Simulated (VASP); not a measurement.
Runs of VASP 6.6.1 on LiCl. The structure is that of space group Fm-3m (No. 225), or close to it. The cells are those of the table. 

| level | cell | k mesh | smearing | gap on the mesh (eV) |
| --- | --- | --- | --- | --- |
| r2SCAN | a = 3.640, b = 3.640, c = 3.664 Å, angles 59.8, 59.8, 60.4°, 2 atoms | 8 × 8 × 8 | gaussian 0.01 eV | (b) |
| PBE | a = 3.714, b = 3.714, c = 3.615 Å, angles 60.9, 60.9, 58.2°, 2 atoms | 8 × 8 × 8 | fermi-dirac 0.02 eV | 6.03 |
| PBE | a = 3.615, b = 3.615, c = 3.677 Å, angles 59.4, 59.4, 58.9°, 2 atoms | 8 × 8 × 8 | fermi-dirac 0.02 eV | 6.29 |
| r2SCAN | a = 3.547 Å, angles 60.0°, 2 atoms | 8 × 8 × 8 | gaussian 0.01 eV | 7.61 |
| PBE | a = 3.547 Å, angles 60.0°, 2 atoms | 6 × 6 × 6 | gaussian 0.01 eV | 6.75 |
| r2SCAN | a = 3.615 Å, angles 60.0°, 2 atoms | 8 × 8 × 8 | gaussian 0.01 eV | (a) |
| PBE | a = 3.547 Å, angles 60.0°, 2 atoms | 8 × 8 × 8 | fermi-dirac 0.02 eV | 6.75 |
| r2SCAN | a = 3.615, b = 3.615, c = 3.677 Å, angles 59.4, 59.4, 58.9°, 2 atoms | 8 × 8 × 8 | gaussian 0.01 eV | 7.24 |
| PBE | a = 3.615, b = 3.615, c = 3.677 Å, angles 59.4, 59.4, 58.9°, 2 atoms | 6 × 6 × 6 | gaussian 0.01 eV | 6.29 |
| PBE | a = 3.615 Å, angles 60.0°, 2 atoms | 8 × 8 × 8 | fermi-dirac 0.02 eV | 6.40 |
| PBE | a = 3.714, b = 3.714, c = 3.615 Å, angles 60.9, 60.9, 58.2°, 2 atoms | 6 × 6 × 6 | gaussian 0.01 eV | 6.03 |
| PBE | a = 3.640, b = 3.640, c = 3.664 Å, angles 59.8, 59.8, 60.4°, 2 atoms | 8 × 8 × 8 | fermi-dirac 0.02 eV | 6.23 |

Alike in all rows: task single point; potentials or basis VASP PAW PBE potentials, release 64 (Li_sv, Cl); no spin polarisation; cutoff (eV) 520.

Task: Fill in the values left out.

Result: (a) 7.36; (b) 7.18.

A k mesh can miss the band edges.
